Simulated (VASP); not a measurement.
# MoPt2 (Immm) in VASP: further runs, part 2 of 2

VASP 6.6.1. Earlier steps stand in the parts before.

## (3) Single point, LDA (shortest bond scaled by 1.1)

File INCAR:

```
SYSTEM = MoPt2
PREC     = Accurate       ! precision mode
ENCUT    = 520            ! plane-wave cutoff, eV
EDIFF    = 1E-6           ! SCF threshold, eV
ISMEAR   = -1             ! smearing method
SIGMA    = 0.05           ! smearing width, eV
LREAL    = .FALSE.        ! projectors in reciprocal space
LASPH    = .TRUE.         ! aspherical terms in the spheres
NELM     = 60             ! most SCF steps
ALGO     = Normal         ! electronic algorithm
ISIF     = 2              ! what is computed and relaxed
LWAVE    = .FALSE.        ! write WAVECAR
LCHARG   = .FALSE.        ! write CHGCAR
NBANDS   = 24             ! bands
```

File KPOINTS:

```
Automatic mesh
0
G
  13 13 13
  0 0 0
```

File POSCAR:

```
MoPt2
1.0
   -1.3740000000      1.9575000000      4.1190000000
    1.3740000000     -1.9575000000      4.1190000000
    1.3740000000      1.9575000000     -4.1190000000
Mo Pt
1 2
Direct
    0.0000000000      0.0000000000      0.0000000000
    0.6617000000      0.6617000000      0.0000000000
    0.3383000000      0.3383000000      0.0000000000
```

Potentials or basis: VASP PAW LDA potentials, release 64 (Mo_sv, Pt).

Command:

```bash
$ cat potpaw_LDA.64/Mo_sv/POTCAR potpaw_LDA.64/Pt/POTCAR > POTCAR
$ mpirun -np 1 vasp_std > vasp.out
```

OUTCAR:

```text
SYSTEM = MoPt2
   PREC = Accurate
   ENCUT = 520
   EDIFF = 1E-6
   ISMEAR = -1
   LREAL = .FALSE.
   LASPH = .TRUE.
   NELM = 60
   ISIF = 2

 ion  position               nearest neighbor table
   1  0.000  0.000  0.000-   2 2.74   3 2.74   2 2.74   3 2.74   2 2.74   3 2.74   3 2.74   2 2.74
                             2 2.79   3 2.79
   2  0.662  0.662  0.000-   3 2.66   1 2.74   1 2.74   1 2.74   1 2.74   1 2.79   3 2.80   3 2.80
                             3 2.80   3 2.80
   3  0.338  0.338  0.000-   2 2.66   1 2.74   1 2.74   1 2.74   1 2.74   1 2.79   2 2.80   2 2.80
                             2 2.80   2 2.80

  LATTYP: Found a body centered orthorhombic cell.
 ALAT       =     2.7480000000
 B/A-ratio  =     1.4246724891
 C/A-ratio  =     2.9978165939

  Lattice vectors:

 A1 = (  -1.3740000000,   1.9575000000,   4.1190000000)
 A2 = (   1.3740000000,  -1.9575000000,   4.1190000000)
 A3 = (   1.3740000000,   1.9575000000,  -4.1190000000)

Analysis of symmetry for initial positions (statically):
=====================================================================
 Subroutine PRICEL returns:
 Original cell was already a primitive cell.

 Routine SETGRP: Setting up the symmetry group for a
 body centered orthorhombic supercell.

 Subroutine GETGRP returns: Found  8 space group operations
 (whereof  8 operations were pure point group operations)
 out of a pool of  8 trial point group operations.

The static configuration has the point symmetry D_2h.

Analysis of symmetry for dynamics (positions and initial velocities):
=====================================================================
 Subroutine PRICEL returns:
 Original cell was already a primitive cell.

 Routine SETGRP: Setting up the symmetry group for a
 body centered orthorhombic supercell.

 Subroutine GETGRP returns: Found  8 space group operations
 (whereof  8 operations were pure point group operations)
 out of a pool of  8 trial point group operations.

The dynamic configuration has the point symmetry D_2h.

 Subroutine INISYM returns: Found  8 space group operations
 (whereof  8 operations are pure point group operations),
 and found     1 'primitive' translations

----------------------------------------------------------------------------------------

                                     Primitive cell

  volume of cell :      44.3139

  direct lattice vectors                    reciprocal lattice vectors
    -1.374000000  1.957500000  4.119000000     0.000000000  0.255427842  0.121388687
     1.374000000 -1.957500000  4.119000000     0.363901019  0.000000000  0.121388687
     1.374000000  1.957500000 -4.119000000     0.363901019  0.255427842  0.000000000

  length of vectors
     4.762965804  4.762965804  4.762965804     0.282804872  0.383613301  0.444597946

  position of ions in fractional coordinates (direct lattice)
     0.000000000  0.000000000  0.000000000
     0.661700000  0.661700000  0.000000000
     0.338300000  0.338300000  0.000000000

  ion indices of the primitive-cell ions
   primitive index   ion index
                 1           1
                 2           2
                 3           3

----------------------------------------------------------------------------------------

 KPOINTS: Automatic mesh

Automatic generation of k-mesh.
 Grid dimensions read from file:
 generate k-points for:   13   13   13

 Generating k-lattice:

  Cartesian coordinates                     Fractional coordinates (reciprocal lattice)
     0.000000000  0.019648296  0.009337591     0.076923077  0.000000000  0.000000000
     0.027992386  0.000000000  0.009337591    -0.000000000  0.076923077  0.000000000
     0.027992386  0.019648296  0.000000000    -0.000000000  0.000000000  0.076923077

  Length of vectors
     0.021754221  0.029508715  0.034199842

  Shift w.r.t. Gamma in fractional coordinates (k-lattice)
     0.000000000  0.000000000  0.000000000

 Subroutine IBZKPT returns following result:
 ===========================================

 Found    343 irreducible k-points:

 Following reciprocal coordinates:
            Coordinates               Weight
  0.000000  0.000000  0.000000      1.000000
  0.076923 -0.000000  0.000000      4.000000
  0.153846  0.000000  0.000000      4.000000
  0.230769  0.000000 -0.000000      4.000000
  0.307692  0.000000  0.000000      4.000000
  0.384615 -0.000000  0.000000      4.000000
[... 16 lines left out ...]
  0.153846  0.153846  0.000000      8.000000
  0.230769  0.153846  0.000000      8.000000
 [... further k-points ...]
   k-points           NKPTS =    343   k-points in BZ     NKDIM =    343   number of bands    NBANDS=     24
   number of dos      NEDOS =    301   number of ions     NIONS =      3
   total plane-waves  NPLWV =  46656
   dimension x,y,z NGX =    36 NGY =   36 NGZ =   36
   dimension x,y,z NGXF=    72 NGYF=   72 NGZF=   72
   ions per type =               1   2
   NGX,Y,Z   is equivalent  to a cutoff of  12.57, 12.57, 12.57 a.u.
   NGXF,Y,Z  is equivalent  to a cutoff of  25.13, 25.13, 25.13 a.u.
 SYSTEM =  MoPt2
   PREC   = accura    normal or accurate (medium, high low for compatibility)
   ISTART =      0    job   : 0-new  1-cont  2-samecut
   ICHARG =      2    charge: 1-file 2-atom 10-const
   ISPIN  =      1    spin polarized calculation?
   LNONCOLLINEAR =      F non collinear calculations
   LSORBIT =      F    spin-orbit coupling
   LASPH  =      T    aspherical Exc in radial PAW
   ENCUT  =  520.0 eV  38.22 Ry    6.18 a.u.   8.86  8.86  8.86*2*pi/ulx,y,z
   NELM   =     60;   NELMIN=  2; NELMDL= -5     # of ELM steps
   EDIFF  = 0.1E-05   stopping-criterion for ELM
   LREAL  =      F    real-space projection
   EDIFFG = 0.1E-04   stopping-criterion for IOM
   NSW    =      0    number of steps for IOM
   IBRION =     -1    ionic relax: 0-MD 1-quasi-New 2-CG
   NFREE  =      0    steps in history (QN), initial steepest desc. (CG)
   ISIF   =      2    stress and relaxation
   ISYM   =      2    0-nonsym 1-usesym 2-fastsym
   POTIM  = 0.5000    time-step for ionic-motion
   TEBEG  =    0.0;   TEEND  =   0.0 temperature during run
   PSTRESS=    0.0 pullay stress
   NELECT =      34.0000    total number of electrons
   NUPDOWN=      -1.0000    fix difference up-down
   EMIN   =  10.00;   EMAX   =-10.00  energy-range for DOS
   EFERMI =   0.00;   METHOD = LEGACY
   ISMEAR =    -1;   SIGMA  =   0.05  broadening in eV -4-tet -1-fermi 0-gaus
   EFERMI_NEDOS =   21; number of points for ismear=-14 and -15
   IALGO  =     38    algorithm
   IMIX   =      4    mixing-type and parameters
     AMIX     =   0.40;   BMIX     =  1.00
     AMIX_MAG =   1.60;   BMIX_MAG =  1.00
  volume/ion in A,a.u.               =      14.77        99.68
  Fermi-wavevector in a.u.,A,eV,Ry     =   1.498722  2.832174 30.560960  2.246167
  Thomas-Fermi vector in A             =   2.610444
   LORBIT       =      0    0 simple, 1 ext, 2 COOP (PROOUT), +10 PAW based schemes
   GGA     = CA    functional components
   LHFCALC =     F    Hartree Fock is set to
   AEXX    =    0.0000 exact exchange contribution
   IVDW    =     0    specifies the selected vdW correction
   LEPSILON=     F    determine dielectric tensor
   LRPA    =     F    only Hartree local field effects (RPA)
 non-spin polarized calculation
  energy-cutoff  :      520.00
  volume of cell :       44.31
 maximum number of plane-waves:      1217
   NGX = 17   NGY = 17   NGZ = 17

 number of electron      34.0000000 magnetization

 Free energy of the ion-electron system (eV)
  ---------------------------------------------------
  ext. energy  EPLUGINS =         0.00000000
  ---------------------------------------------------
  free energy    TOTEN  =       -28.36922190 eV

  energy without entropy =      -28.35460394  energy(sigma->0) =      -28.36191292

 E-fermi :  12.4738     XC(G=0): -13.8518

 val. band max:       12.4735790045   @ k =  -0.3077   0.4615   0.3077
 cond. band min:      12.4757820521   @ k =   0.1538  -0.4615   0.0769
 fundamental gap:      0.0022030476
 Fermi energy:        12.4738494012

 k-point     1 :       0.0000    0.0000    0.0000
  band No.  band energies     occupation
      1     -48.6561      2.00000
      2     -22.9939      2.00000
      3     -22.9460      2.00000
      4     -22.3734      2.00000
      5       2.4993      2.00000
      6       6.0805      2.00000
[... 637 lines left out ...]
     23      20.3396      0.00000
     24      22.9457      0.00000

 [... further k-points ...]

------------------------ aborting loop because EDIFF is reached ----------------------------------------

  FORCE on cell =-STRESS in cart. coord.  units (eV):
  Direction    XX          YY          ZZ          XY          YZ          ZX
  --------------------------------------------------------------------------------------
  -------------------------------------------------------------------------------------
  Total       -1.0251880     -0.5238355     -0.2315150      0.0000000      0.0000000      0.0000000
  in kB      -37.0658363    -18.9393582     -8.3704626      0.0000000      0.0000000      0.0000000
  external PRESSURE =     -21.4585524 kB  Pullay stress =       0.0000000 kB

 VOLUME and BASIS-vectors are now :
 -----------------------------------------------------------------------------
  energy-cutoff  :      520.00
  volume of cell :       44.31
      direct lattice vectors                 reciprocal lattice vectors
    -1.374000000  1.957500000  4.119000000     0.000000000  0.255427842  0.121388687
     1.374000000 -1.957500000  4.119000000     0.363901019  0.000000000  0.121388687
     1.374000000  1.957500000 -4.119000000     0.363901019  0.255427842  0.000000000

 POSITION                                       TOTAL-FORCE (eV/Angst)
 -----------------------------------------------------------------------------------
      0.00000      0.00000      0.00000        -0.000000      0.000000     -0.000000
      0.00000      0.00000      5.45108         0.000000      0.000000      0.360427
      0.00000      0.00000      2.78692        -0.000000     -0.000000     -0.360427
 -----------------------------------------------------------------------------------
    total drift:                                0.000000     -0.000000      0.000000

  FREE ENERGIE OF THE ION-ELECTRON SYSTEM (eV)
  ---------------------------------------------------
  free  energy   TOTEN  =       -28.3692218964 eV

  energy  without entropy=      -28.3546039407  energy(sigma->0) =      -28.36191292
```

Run time: 4.5 min. Hardware: 1 thread of Intel Xeon Platinum 8488C (Sapphire Rapids), shared host; peak memory 0.44 GiB.

What came out:

```
Free energy            : -28.3692 eV
Pressure               : -2.1 GPa
Largest force          : 0.360 eV/Å
Band gap on the k mesh : zero (band 17 reaches 13.33 eV, above the bottom of band 18 at 11.19 eV)
```

Forces in eV/Å, atoms in the order of the input:
```
Mo   0.000  0.000  0.000
Pt   0.000  0.000  0.360
Pt   0.000  0.000 -0.360
```

Caveat: the cell differs from its parent crystal (shortest bond scaled by 1.1); spin-orbit coupling is left out, which moves the levels of the heavy elements.
